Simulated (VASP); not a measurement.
# W4C in VASP: single point with PBE

Aim: the single point of W4C with PBE.

Everything below comes from runs of VASP 6.6.1. Logs are shortened: lines on timing, memory, paths and dates and some standing lists are left out, and cuts for length are marked.

### 1 The cell of the first run

The cell holds a slab with vacuum, 5 atoms: a = 2.855 Å, b = 4.037 Å, c = 20.957 Å, α = 90.00°, β = 90.00°, γ = 90.00°.

### 2 Single point, PBE, collinear spin

INCAR reads:

```
ALGO = Normal
DIPOL = 0.5 0.5 0.324
EDIFF = 1E-7
ENCUT = 520
GGA = PE
IDIPOL = 3
ISIF = 2
ISMEAR = 0
ISPIN = 2
LASPH = T
LCHARG = T
LDIPOL = T
LELF = T
LMAXMIX = 4
LORBIT = 11
LREAL = F
LVACPOTAV = T
LVHAR = T
LWAVE = F
MAGMOM = 0 0 0 0 2
NBANDS = 42
NELM = 150
PREC = Accurate
SIGMA = 0.1
```

KPOINTS reads:

```
k-points
0
Gamma
  9 7 1
```

POSCAR reads:

```
W4C
1.0
    2.8547213223      0.0000000000      0.0000000000
    0.0000000000      4.0371856108      0.0000000000
    0.0000000000      0.0000000000     20.9570327682
W C
4 1
Direct
    0.5000000000      0.5000000000      0.1908667150
    0.0000000000      0.0000000000      0.2589756250
    0.5000000000      0.5000000000      0.3262417340
    0.0000000000      0.0000000000      0.3796831763
    0.0000000000      0.0000000000      0.4665275317
```

Potentials or basis: VASP PAW PBE potentials, release 64 (W_sv, C).

On the command line:

```bash
$ cat potpaw_PBE.64/W_sv/POTCAR potpaw_PBE.64/C/POTCAR > POTCAR
$ mpirun -np 1 vasp_std > vasp.out
```

OUTCAR:

```text
EDIFF = 1E-7
   ENCUT = 520
   GGA = PE
   ISIF = 2
   ISMEAR = 0
   ISPIN = 2
   LASPH = T
   LORBIT = 11
   LREAL = F
   NELM = 150
   PREC = Accurate

 ion  position               nearest neighbor table
   1  0.500  0.500  0.191-   3 2.84   2 2.85   2 2.85   2 2.85   2 2.85
   2  0.000  0.000  0.259-   4 2.53   3 2.85   3 2.85   3 2.85   3 2.85   1 2.85   1 2.85   1 2.85
                             1 2.85
   3  0.500  0.500  0.326-   4 2.71   4 2.71   4 2.71   4 2.71   1 2.84   2 2.85   2 2.85   2 2.85
                             2 2.85
   4  0.000  0.000  0.380-   5 1.82   2 2.53   3 2.71   3 2.71   3 2.71   3 2.71
   5  0.000  0.000  0.467-   4 1.82

  LATTYP: Found a simple orthorhombic cell.
 ALAT       =     2.8547213223
 B/A-ratio  =     1.4142135624
 C/A-ratio  =     7.3411833949

  Lattice vectors:

 A1 = (   2.8547213223,   0.0000000000,   0.0000000000)
 A2 = (   0.0000000000,   4.0371856108,   0.0000000000)
 A3 = (   0.0000000000,   0.0000000000,  20.9570327682)

Analysis of symmetry for initial positions (statically):
=====================================================================
 Subroutine PRICEL returns:
 Original cell was already a primitive cell.

 Routine SETGRP: Setting up the symmetry group for a
 simple orthorhombic supercell.

 Subroutine GETGRP returns: Found  4 space group operations
 (whereof  4 operations were pure point group operations)
 out of a pool of  8 trial point group operations.

The static configuration has the point symmetry C_2v.

Analysis of symmetry for dynamics (positions and initial velocities):
=====================================================================
 Subroutine PRICEL returns:
 Original cell was already a primitive cell.

 Routine SETGRP: Setting up the symmetry group for a
 simple orthorhombic supercell.

 Subroutine GETGRP returns: Found  4 space group operations
 (whereof  4 operations were pure point group operations)
 out of a pool of  8 trial point group operations.

The dynamic configuration has the point symmetry C_2v.

Analysis of structural, dynamic, and magnetic symmetry:
=====================================================================
 Subroutine PRICEL returns:
 Original cell was already a primitive cell.

 Routine SETGRP: Setting up the symmetry group for a
 simple orthorhombic supercell.

 Subroutine GETGRP returns: Found  4 space group operations
 (whereof  4 operations were pure point group operations)
 out of a pool of  8 trial point group operations.

The overall configuration has the point symmetry C_2v.

 Subroutine INISYM returns: Found  4 space group operations
 (whereof  4 operations are pure point group operations),
 and found     1 'primitive' translations

----------------------------------------------------------------------------------------

                                     Primitive cell

  volume of cell :     241.5306

  direct lattice vectors                    reciprocal lattice vectors
     2.854721322  0.000000000  0.000000000     0.350296890  0.000000000  0.000000000
     0.000000000  4.037185611  0.000000000     0.000000000  0.247697306  0.000000000
     0.000000000  0.000000000 20.957032768     0.000000000  0.000000000  0.047716679

  length of vectors
     2.854721322  4.037185611 20.957032768     0.350296890  0.247697306  0.047716679

  position of ions in fractional coordinates (direct lattice)
     0.500000000  0.500000000  0.190866715
     0.000000000  0.000000000  0.258975625
     0.500000000  0.500000000  0.326241734
     0.000000000  0.000000000  0.379683176
     0.000000000  0.000000000  0.466527532

  ion indices of the primitive-cell ions
   primitive index   ion index
                 1           1
                 2           2
                 3           3
                 4           4
                 5           5

----------------------------------------------------------------------------------------

 KPOINTS: k-points

Automatic generation of k-mesh.
 Grid dimensions read from file:
 generate k-points for:    9    7    1

 Generating k-lattice:

  Cartesian coordinates                     Fractional coordinates (reciprocal lattice)
     0.038921877  0.000000000  0.000000000     0.111111111  0.000000000  0.000000000
     0.000000000  0.035385329  0.000000000     0.000000000  0.142857143  0.000000000
     0.000000000  0.000000000  0.047716679     0.000000000  0.000000000  1.000000000

  Length of vectors
     0.038921877  0.035385329  0.047716679

  Shift w.r.t. Gamma in fractional coordinates (k-lattice)
     0.000000000  0.000000000  0.000000000

 Subroutine IBZKPT returns following result:
 ===========================================

 Found     20 irreducible k-points:

 Following reciprocal coordinates:
            Coordinates               Weight
  0.000000  0.000000  0.000000      1.000000
  0.111111  0.000000  0.000000      2.000000
  0.222222  0.000000  0.000000      2.000000
  0.333333  0.000000  0.000000      2.000000
  0.444444  0.000000  0.000000      2.000000
  0.000000  0.142857  0.000000      2.000000
[... 12 lines left out ...]
  0.333333  0.428571  0.000000      4.000000
  0.444444  0.428571  0.000000      4.000000
   k-points           NKPTS =     20   k-points in BZ     NKDIM =     20   number of bands    NBANDS=     42
   number of dos      NEDOS =    301   number of ions     NIONS =      5
   total plane-waves  NPLWV = 115200
   dimension x,y,z NGX =    24 NGY =   30 NGZ =  160
   dimension x,y,z NGXF=    48 NGYF=   60 NGZF=  320
   ions per type =               4   1
   NGX,Y,Z   is equivalent  to a cutoff of  13.98, 12.35, 12.69 a.u.
   NGXF,Y,Z  is equivalent  to a cutoff of  27.95, 24.71, 25.38 a.u.
 SYSTEM =  unknown system
   PREC   = accura    normal or accurate (medium, high low for compatibility)
   ISTART =      0    job   : 0-new  1-cont  2-samecut
   ICHARG =      2    charge: 1-file 2-atom 10-const
   ISPIN  =      2    spin polarized calculation?
   LNONCOLLINEAR =      F non collinear calculations
   LSORBIT =      F    spin-orbit coupling
   LASPH  =      T    aspherical Exc in radial PAW
   ENCUT  =  520.0 eV  38.22 Ry    6.18 a.u.   5.31  7.51 38.97*2*pi/ulx,y,z
   NELM   =    150;   NELMIN=  2; NELMDL= -5     # of ELM steps
   EDIFF  = 0.1E-06   stopping-criterion for ELM
   LREAL  =      F    real-space projection
   EDIFFG = 0.1E-05   stopping-criterion for IOM
   NSW    =      0    number of steps for IOM
   IBRION =     -1    ionic relax: 0-MD 1-quasi-New 2-CG
   NFREE  =      0    steps in history (QN), initial steepest desc. (CG)
   ISIF   =      2    stress and relaxation
   ISYM   =      2    0-nonsym 1-usesym 2-fastsym
   POTIM  = 0.5000    time-step for ionic-motion
   TEBEG  =    0.0;   TEEND  =   0.0 temperature during run
   PSTRESS=    0.0 pullay stress
   NELECT =      60.0000    total number of electrons
   NUPDOWN=      -1.0000    fix difference up-down
   EMIN   =  10.00;   EMAX   =-10.00  energy-range for DOS
   EFERMI =   0.00;   METHOD = LEGACY
   ISMEAR =     0;   SIGMA  =   0.10  broadening in eV -4-tet -1-fermi 0-gaus
   EFERMI_NEDOS =   21; number of points for ismear=-14 and -15
   IALGO  =     38    algorithm
   IMIX   =      4    mixing-type and parameters
     AMIX     =   0.40;   BMIX     =  1.00
     AMIX_MAG =   1.60;   BMIX_MAG =  1.00
  volume/ion in A,a.u.               =      48.31       325.99
  Fermi-wavevector in a.u.,A,eV,Ry     =   1.029124  1.944763 14.409887  1.059097
  Thomas-Fermi vector in A             =   2.163156
   LORBIT       =     11    0 simple, 1 ext, 2 COOP (PROOUT), +10 PAW based schemes
   GGA     = PE    functional components
   LHFCALC =     F    Hartree Fock is set to
   AEXX    =    0.0000 exact exchange contribution
   IVDW    =     0    specifies the selected vdW correction
   LEPSILON=     F    determine dielectric tensor
   LRPA    =     F    only Hartree local field effects (RPA)
 spin polarized calculation
 Gauss-broadening in eV      SIGMA  =   0.10
  energy-cutoff  :      520.00
  volume of cell :      241.53
 maximum number of plane-waves:      6527
 NGX is ok and might be reduce to    24
   NGX = 11   NGY = 15   NGZ = 77

 dipolmoment           0.000000      0.000000     -0.019281 electrons x Angstroem

 number of electron      59.9999995 magnetization      -0.0000521

 number of electron      59.9999995 magnetization       0.0000815

 dipolmoment           0.000000      0.000000      0.179550 electrons x Angstroem

 Free energy of the ion-electron system (eV)
  ---------------------------------------------------
  ext. energy  EPLUGINS =         0.00000000
  ---------------------------------------------------
  free energy    TOTEN  =       -50.84837045 eV

  energy without entropy =      -50.82662491  energy(sigma->0) =      -50.83749768

 E-fermi :  -0.7699     XC(G=0):  -5.0912

 val. band max:       -0.7903186414   @ k =   0.1111   0.4286   0.0000
 cond. band min:      -0.7398576924   @ k =   0.3333   0.4286   0.0000
 fundamental gap:      0.0504609490
 Fermi energy:        -0.7698673288

 spin component 1

 k-point     1 :       0.0000    0.0000    0.0000
  band No.  band energies     occupation
      1     -74.7428      1.00000
      2     -74.5421      1.00000
      3     -74.3547      1.00000
      4     -73.8021      1.00000
      5     -39.2149      1.00000
      6     -39.1809      1.00000
[... 34 lines left out ...]
     41       3.2839      0.00000
     42       4.8594      0.00000

 k-point     2 :       0.1111    0.0000    0.0000
  band No.  band energies     occupation
      1     -74.7382      1.00000
      2     -74.5378      1.00000
      3     -74.3506      1.00000
      4     -73.7988      1.00000
      5     -39.1820      1.00000
      6     -39.1801      1.00000
[... 799 lines left out ...]
     41       4.3139      0.00000
     42       5.0456      0.00000

 k-point    20 :       0.4444    0.4286    0.0000
  band No.  band energies     occupation
      1     -74.7038      1.00000
      2     -74.5056      1.00000
      3     -74.3209      1.00000
      4     -73.7749      1.00000
      5     -39.2747      1.00000
      6     -39.2475      1.00000
[... 34 lines left out ...]
     41       4.7262      0.00000
     42       5.8609      0.00000
 Fermi energy:        -0.7698673288

 spin component 2

 k-point     1 :       0.0000    0.0000    0.0000
  band No.  band energies     occupation
      1     -74.7428      1.00000
      2     -74.5421      1.00000
      3     -74.3547      1.00000
      4     -73.8021      1.00000
      5     -39.2149      1.00000
      6     -39.1809      1.00000
[... 34 lines left out ...]
     41       3.2851      0.00000
     42       4.8747      0.00000

 k-point     2 :       0.1111    0.0000    0.0000
  band No.  band energies     occupation
      1     -74.7381      1.00000
      2     -74.5378      1.00000
      3     -74.3506      1.00000
      4     -73.7988      1.00000
      5     -39.1819      1.00000
      6     -39.1801      1.00000
[... 799 lines left out ...]
     41       4.3139      0.00000
     42       5.0456      0.00000

 k-point    20 :       0.4444    0.4286    0.0000
  band No.  band energies     occupation
      1     -74.7038      1.00000
      2     -74.5056      1.00000
      3     -74.3209      1.00000
      4     -73.7749      1.00000
      5     -39.2747      1.00000
      6     -39.2474      1.00000
[... 34 lines left out ...]
     41       4.7262      0.00000
     42       5.8605      0.00000

------------------------ aborting loop because EDIFF is reached ----------------------------------------

  FORCE on cell =-STRESS in cart. coord.  units (eV):
  Direction    XX          YY          ZZ          XY          YZ          ZX
  --------------------------------------------------------------------------------------
  -------------------------------------------------------------------------------------
  Total       -1.8584654     -0.1647755      3.6295435      0.0000000      0.0000000      0.0000000
  in kB      -12.3280058     -1.0930270     24.0763341      0.0000000      0.0000000      0.0000000
  external PRESSURE =       3.5517671 kB  Pullay stress =       0.0000000 kB

 VOLUME and BASIS-vectors are now :
 -----------------------------------------------------------------------------
  energy-cutoff  :      520.00
  volume of cell :      241.53
      direct lattice vectors                 reciprocal lattice vectors
     2.854721322  0.000000000  0.000000000     0.350296890  0.000000000  0.000000000
     0.000000000  4.037185611  0.000000000     0.000000000  0.247697306  0.000000000
     0.000000000  0.000000000 20.957032768     0.000000000  0.000000000  0.047716679

 POSITION                                       TOTAL-FORCE (eV/Angst)
 -----------------------------------------------------------------------------------
      1.42736      2.01859      4.00000         0.000000      0.000000      2.107390
      0.00000      0.00000      5.42736         0.000000      0.000000     -3.002427
      1.42736      2.01859      6.83706         0.000000      0.000000     -0.936667
      0.00000      0.00000      7.95703         0.000000      0.000000     -0.014702
      0.00000      0.00000      9.77703         0.000000      0.000000      1.846406
 -----------------------------------------------------------------------------------
    total drift:                                0.000000     -0.000000      0.000116

  FREE ENERGIE OF THE ION-ELECTRON SYSTEM (eV)
  ---------------------------------------------------
  free  energy   TOTEN  =       -50.8483704526 eV

  energy  without entropy=      -50.8266249067  energy(sigma->0) =      -50.83749768

 vacuum level on the upper side and lower side of the slab         6.127         3.308

 total charge

# of ion       s       p       d       tot
------------------------------------------
    1        2.410   6.139   3.285  11.834
    2        2.412   6.286   3.364  12.062
    3        2.421   6.297   3.412  12.130
    4        2.464   6.294   3.706  12.464
    5        1.039   1.155   0.000   2.194
--------------------------------------------------
tot         10.747  26.171  13.767  50.685

 magnetization (x)

# of ion       s       p       d       tot
------------------------------------------
    1        0.000   0.000   0.000   0.000
    2       -0.000  -0.000   0.000   0.000
    3        0.000  -0.000  -0.000  -0.000
    4       -0.000  -0.000  -0.000  -0.000
    5       -0.000  -0.000   0.000  -0.000
--------------------------------------------------
tot          0.000  -0.000   0.000   0.000
```

Run time: 14 min. Hardware: 1 thread of Intel Xeon 6975P-C (Granite Rapids), shared host; peak memory 0.58 GiB.

Results:

- Free energy: -50.8484 eV
- Largest force: 3.002 eV/Å
- Band gap on the k mesh: zero (filled and empty bands overlap)
- Net moment: 0.00 μB per cell
- Valence electrons inside the program's atomic spheres: W 11.83, 12.06, 12.13, 12.46; C 2.19

Forces in eV/Å, atoms in the order of the input:
```
W    0.000  0.000  2.107
W    0.000  0.000 -3.002
W    0.000  0.000 -0.937
W    0.000  0.000 -0.015
C    0.000  0.000  1.846
```

Caveat: spin-orbit coupling is left out, which moves the levels of the heavy elements.

The gap in the log of VASP goes by the Fermi energy; the results here count the filled bands.